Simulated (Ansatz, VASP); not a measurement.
## K: VASP beside Ansatz

```
CELL_PARAMETERS angstrom
-2.69654 2.69654 2.57873
2.69654 -2.69654 2.57873
2.69654 2.69654 -2.57873
ATOMIC_POSITIONS crystal
K 0.00000 0.00000 0.00000
```

Change from the starting cell: strain +0.030 along x and y, -0.015 along z, atoms carried along.

Alike in both runs: task single point; functional PBE; k mesh 14 × 14 × 14; occupations gaussian, width 0.15 eV; no spin polarisation.

```csv
,VASP,Ansatz
version,VASP 6.6.1,Ansatz 0.2.0
potentials or method,"VASP PAW PBE potentials, release 64 (K_sv), cutoff 520 eV","scalar-relativistic, plane waves, PAW"
valence electrons in the cell,9,9
```

|  | VASP | Ansatz | Ansatz less VASP |
| --- | --- | --- | --- |
| gap on the k mesh at the Fermi level (eV) | none | none | - |
| pressure (GPa) | -0.1 | -0.1 | 0.00 |

A gap of «none» marks a metal or a gap that the smearing closes. With one functional, cell and mesh, what is left measures potentials, basis and numerics.
